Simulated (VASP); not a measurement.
# Ru (P6_3/mmc) in VASP: notebook, part 2 of 2

VASP 6.6.1. The steps go on from the part before.

## Step 5: Single point, PBE0

This run uses another cell than the first one, of 12.76 Å³/atom, 0.922 times its volume.

Contents of POSCAR:

```
Ru
1.0
    2.6505640930      0.0000000000      0.0000000000
   -1.3252820465      2.2954558389      0.0000000000
    0.0000000000      0.0000000000      4.1944897589
Ru
2
Direct
    0.6666666667      0.3333333333      0.7500000000
    0.3333333333      0.6666666667      0.2500000000
```

Contents of INCAR.step1:

```
SYSTEM = Ru
PREC = Accurate ; ENCUT = 520
EDIFF = 1E-5 ; ISMEAR = -1
SIGMA = 0.05 ; LREAL = .False.
LASPH = .True. ; NELM = 60
ALGO = Normal ; ISIF = 2
LWAVE = .True. ; GGA = PE
NBANDS = 21
```

Contents of INCAR.step2:

```
SYSTEM = Ru
PREC = Accurate ; ENCUT = 520
EDIFF = 1E-7 ; ISMEAR = -1
SIGMA = 0.05 ; LREAL = .False.
LASPH = .True. ; NELM = 60
ALGO = Normal ; ISIF = 2
LWAVE = .False. ; LCHARG = .True.
GGA = PE ; LHFCALC = .True.
AEXX = 0.25 ; PRECFOCK = Normal
LELF = .True. ; LVHAR = .True.
ISTART = 1 ; NBANDS = 21
```

Contents of KPOINTS:

```
Automatic mesh
0
Gamma
  6 6 4
  0 0 0
```

Potentials or basis: VASP PAW PBE potentials, release 64 (Ru_pv).

On the command line:

```bash
> cat potpaw_PBE.64/Ru_pv/POTCAR > POTCAR
> cp INCAR.step1 INCAR
> mpirun -np 1 vasp_std > vasp.out
> cp INCAR.step2 INCAR
> mpirun -np 1 vasp_std > vasp.out
```

OUTCAR:

```text
SYSTEM = Ru
   PREC = Accurate
   ENCUT = 520
   EDIFF = 1E-7
   ISMEAR = -1
   LREAL = .False.
   LASPH = .True.
   NELM = 60
   ISIF = 2
   GGA = PE
   LHFCALC = .True.
   AEXX = 0.25
   PRECFOCK = Normal
   ISTART = 1

 ion  position               nearest neighbor table
   1  0.667  0.333  0.750-   2 2.60   2 2.60   2 2.60   2 2.60   2 2.60   2 2.60
   2  0.333  0.667  0.250-   1 2.60   1 2.60   1 2.60   1 2.60   1 2.60   1 2.60

  LATTYP: Found a hexagonal cell.
 ALAT       =     2.6505640930
 C/A-ratio  =     1.5824894670

  Lattice vectors:

 A1 = (   2.6505640930,   0.0000000000,   0.0000000000)
 A2 = (  -1.3252820465,   2.2954558389,   0.0000000000)
 A3 = (   0.0000000000,   0.0000000000,   4.1944897589)

Analysis of symmetry for initial positions (statically):
=====================================================================
 Subroutine PRICEL returns:
 Original cell was already a primitive cell.

 Routine SETGRP: Setting up the symmetry group for a
 hexagonal supercell.

 Subroutine GETGRP returns: Found 24 space group operations
 (whereof 12 operations were pure point group operations)
[... 166 lines left out ...]
  free energy    TOTEN  =       -23.57665320 eV

  energy without entropy =      -23.56496387  energy(sigma->0) =      -23.57080854

 E-fermi :  13.9637     XC(G=0): -11.3579

 val. band max:       13.9634773238   @ k =   0.3333   0.1667   0.2500
 cond. band min:      14.4641859386   @ k =   0.1667   0.1667   0.2500
 fundamental gap:      0.5007086149
 Fermi energy:        13.9637102449

 k-point     1 :       0.0000    0.0000    0.0000
  band No.  band energies     occupation
      1     -33.8289      2.00000
      2     -32.4947      2.00000
      3     -32.4947      2.00000
      4     -32.2572      2.00000
      5     -32.2572      2.00000
      6     -32.2275      2.00000
[... 493 lines left out ...]
     20      27.5006      0.00000
     21      27.5759      0.00000

------------------------ aborting loop because EDIFF is reached ----------------------------------------

  FORCE on cell =-STRESS in cart. coord.  units (eV):
  Direction    XX          YY          ZZ          XY          YZ          ZX
  --------------------------------------------------------------------------------------
  -------------------------------------------------------------------------------------
  Total        2.9076288      2.9076288      1.4054218      0.0000000      0.0000000      0.0000000
  in kB      182.5421441    182.5421441     88.2329662      0.0000000      0.0000000      0.0000000
  external PRESSURE =     151.1057515 kB  Pullay stress =       0.0000000 kB

 VOLUME and BASIS-vectors are now :
 -----------------------------------------------------------------------------
  energy-cutoff  :      520.00
  volume of cell :       25.52
      direct lattice vectors                 reciprocal lattice vectors
     2.650564093  0.000000000  0.000000000     0.377278181  0.217821659  0.000000000
    -1.325282046  2.295455839  0.000000000     0.000000000  0.435643319  0.000000000
     0.000000000  0.000000000  4.194489759     0.000000000  0.000000000  0.238408020

 POSITION                                       TOTAL-FORCE (eV/Angst)
 -----------------------------------------------------------------------------------
      1.32528      0.76515      3.14587        -0.000000     -0.000000      0.000000
     -0.00000      1.53030      1.04862         0.000000      0.000000     -0.000000
 -----------------------------------------------------------------------------------
    total drift:                               -0.000000      0.000000      0.000000

  FREE ENERGIE OF THE ION-ELECTRON SYSTEM (eV)
  ---------------------------------------------------
  free  energy   TOTEN  =       -23.5766532041 eV

  energy  without entropy=      -23.5649638713  energy(sigma->0) =      -23.57080854
```

OUTCAR.step1:

```text
SYSTEM = Ru
   PREC = Accurate
   ENCUT = 520
   EDIFF = 1E-5
   ISMEAR = -1
   LREAL = .False.
[... 723 lines left out ...]
      1.32528      0.76515      3.14587         0.000000      0.000000      0.000000
     -0.00000      1.53030      1.04862        -0.000000     -0.000000      0.000000
 -----------------------------------------------------------------------------------
    total drift:                               -0.000000      0.000000     -0.000000

  FREE ENERGIE OF THE ION-ELECTRON SYSTEM (eV)
  ---------------------------------------------------
  free  energy   TOTEN  =       -18.2303673666 eV

  energy  without entropy=      -18.2088128275  energy(sigma->0) =      -18.21959010
```

Run time: 37 min. Hardware: 1 thread of AMD EPYC 9R45 (Zen 5), shared host; peak memory 0.13 GiB.

Results:

```
Free energy            : -23.5767 eV
Pressure               : 15.1 GPa
Band gap on the k mesh : zero (band 14 reaches 15.98 eV, above the bottom of band 15 at 11.31 eV)
```

Stress tensor (GPa, compression positive):
```
18.25  0.00  0.00
 0.00 18.25  0.00
 0.00  0.00  8.82
```

Caveat: the k points lie up to 0.46 Å⁻¹ apart; the PAW data sets were made with another functional, which shifts forces and pressure a little.

## Step 6: Single point, B3LYP5

This run uses another cell than the first one, of 13.30 Å³/atom, 0.961 times its volume.

Contents of POSCAR:

```
Ru
1.0
    2.6876397213      0.0000000000      0.0000000000
   -1.3438198606      2.3275642749      0.0000000000
    0.0000000000      0.0000000000      4.2531615502
Ru
2
Direct
    0.6666666667      0.3333333333      0.7500000000
    0.3333333333      0.6666666667      0.2500000000
```

Contents of INCAR.step1:

```
SYSTEM = Ru
PREC = Accurate
ENCUT = 520
EDIFF = 1E-5
ISMEAR = -1
SIGMA = 0.05
LREAL = .FALSE.
LASPH = .TRUE.
NELM = 100
ALGO = Normal
ISIF = 2
LWAVE = .TRUE.
LCHARG = .FALSE.
NBANDS = 21
GGA = PE
```

Contents of INCAR.step2:

```
SYSTEM = Ru
PREC = Accurate
ENCUT = 520
EDIFF = 1E-6
ISMEAR = -1
SIGMA = 0.05
LREAL = .FALSE.
LASPH = .TRUE.
NELM = 100
ALGO = Normal
ISIF = 2
LWAVE = .FALSE.
LCHARG = .FALSE.
GGA = B5
LHFCALC = .TRUE.
AEXX = 0.2
AGGAX = 0.72
AGGAC = 0.81
ALDAC = 0.19
PRECFOCK = Normal
NBANDS = 21
ISTART = 1
```

Contents of KPOINTS:

```
Automatic mesh
0
G
  6 6 3
  0 0 0
```

Potentials or basis: VASP PAW PBE potentials, release 64 (Ru_pv).

On the command line:

```bash
> cat potpaw_PBE.64/Ru_pv/POTCAR > POTCAR
> cp INCAR.step1 INCAR
> mpirun -np 1 vasp_std > vasp.out
> cp INCAR.step2 INCAR
> mpirun -np 1 vasp_std > vasp.out
```

Wall time 20 min (1 thread of Intel Xeon Platinum 8375C at 2.90GHz (Ice Lake), shared host); peak memory 0.16 GiB.

It converged, with:

```yaml
Free_energy: -20.1702 eV
Pressure: 14.7 GPa
Band_gap_on_the_k_mesh: zero (band 14 reaches 15.57 eV, above the bottom of band 15 at 11.24 eV)
```

Stress tensor (GPa, compression positive):
```
17.54  0.00  0.00
 0.00 17.54  0.00
 0.00  0.00  9.13
```

Levels at points of the mesh, in eV from the Fermi level:
| k point | band 10 | band 11 | band 12 | band 13 | band 14 | band 15 | band 16 | band 17 | band 18 | band 19 |
| --- | --- | --- | --- | --- | --- | --- | --- | --- | --- | --- |
| (0.00, 0.00, 0.00) | -3.42 | -3.16 | -2.68 | -2.68 | -2.11 | -2.11 | 1.69 | 1.69 | 1.97 | 11.96 |
| (0.50, 0.00, 0.00) | -3.98 | -2.74 | -2.10 | -2.06 | 2.04 | 2.51 | 2.52 | 5.12 | 7.41 | 12.64 |

Caveat: the k points lie up to 0.49 Å⁻¹ apart; the PAW data sets were made with another functional, which shifts forces and pressure a little.

## Step 7: The runs side by side

| level | cell | k mesh | grid for exact exchange (PRECFOCK) | gap on the mesh (eV) | pressure (GPa) |
| --- | --- | --- | --- | --- | --- |
| RPBE | a = 2.724, b = 2.724, c = 4.310 Å, angles 90.0, 90.0, 120.0°, 2 atoms | 11 × 11 × 6 | - | none | 2.6 |
| revPBE+D3(BJ) | a = 2.724, b = 2.724, c = 4.310 Å, angles 90.0, 90.0, 120.0°, 2 atoms | 11 × 11 × 6 | - | none | -12.7 |
| BLYP+D4 | a = 2.724, b = 2.724, c = 4.310 Å, angles 90.0, 90.0, 120.0°, 2 atoms | 11 × 11 × 6 | - | none | 1.4 |
| PBE0 | a = 2.651, b = 2.651, c = 4.194 Å, angles 90.0, 90.0, 120.0°, 2 atoms | 6 × 6 × 4 | Normal | none | 15.1 |
| B3LYP5 | a = 2.688, b = 2.688, c = 4.253 Å, angles 90.0, 90.0, 120.0°, 2 atoms | 6 × 6 × 3 | Normal | none | 14.7 |

Alike in all rows: task single point; potentials or basis VASP PAW PBE potentials, release 64 (Ru_pv); no spin polarisation; cutoff (eV) 520; smearing fermi-dirac 0.05 eV.

Caveats: some runs use coarse meshes; the PAW data sets were made with another functional, which shifts forces and pressure a little; pairwise dispersion overbinds metals, which lowers pressure and volume (some runs).

Total energies depend on the potentials used, so only differences within one code and one set of settings carry meaning.
